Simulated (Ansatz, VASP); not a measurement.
**Sn in VASP and in Ansatz**

```xyz
2
Lattice="4.7067 0.0000 0.0000 -2.3534 4.0761 0.0000 2.3534 1.3587 3.8430" Properties=species:S:1:pos:R:3 pbc="T T T"
Sn    0.0000    2.7174    1.9215
Sn    2.3534    1.3587    0.9608
```

Alike in both runs: task single point; functional PBE; k mesh 9 × 9 × 9; occupations gaussian, width 0.1 eV; no spin polarisation.

```csv
,VASP,Ansatz
version,VASP 6.6.1,Ansatz 0.2.0
potentials or method,"VASP PAW PBE potentials, release 64 (Sn_d), cutoff 520 eV","scalar-relativistic, plane waves, PAW"
valence electrons in the cell,28,28
```

|  | VASP | Ansatz | Ansatz less VASP |
| --- | --- | --- | --- |
| gap on the k mesh at the Fermi level (eV) | none | none | - |
| pressure (GPa) | -0.1 | 0.0 | +0.05 |

A gap of «none» marks a metal or a gap that the smearing closes. The functional is the same, so the differences come from potentials, cutoffs and numerics.
